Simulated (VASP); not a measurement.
A run of VASP 6.6.1 is set up as follows.

INCAR

```
PREC = Accurate
ENCUT = 500
EDIFF = 1E-7
ISMEAR = 0
SIGMA = 0.1
LREAL = F
LASPH = T
NELM = 120
ALGO = Normal
ISIF = 3
LWAVE = F
LCHARG = F
GGA = PE
IBRION = 2
NSW = 90
EDIFFG = -0.04
GGA_COMPAT = F
NELMIN = 4
```

Contents of KPOINTS:

```
regular mesh
0
Gamma
  4 4 4
```

The input POSCAR:

```
HfTe4
1.0
    5.3694149400      0.0000000000      0.0000000000
    0.0000000000      5.3694149400      0.0000000000
    0.0000000000      0.0000000000      5.3694149400
Hf Te
1 4
Direct
    0.5000000000      0.5000000000      0.5000000000
    0.7963511500      0.7963511500      0.7963511500
    0.2036488500      0.2036488500      0.7963511500
    0.2036488500      0.7963511500      0.2036488500
    0.7963511500      0.2036488500      0.2036488500
```

Potentials or basis: VASP PAW PBE potentials, release 64 (Hf_pv, Te).

Command:

```bash
$ cat potpaw_PBE.64/Hf_pv/POTCAR potpaw_PBE.64/Te/POTCAR > POTCAR
$ mpirun -np 1 vasp_std > vasp.out
```

Task: Predict the band gap on the k mesh.

Result: Zero (bands 17 and 18 overlap by 0.90 eV).

Task: What does it give for the relaxed volume?

Result: 35.26 Å³/atom.

Task: Estimate the space group after relaxing (to 0.1 Å).

Result: P-43m (No. 215).

Forces in eV/Å, atoms in the order of the input:
```
Hf   0.000  0.000  0.000
Te   0.003  0.003  0.003
Te  -0.003 -0.003  0.003
Te  -0.003  0.003 -0.003
Te   0.003 -0.003 -0.003
```

Caveat: spin-orbit coupling is left out, which moves the levels of the heavy elements.
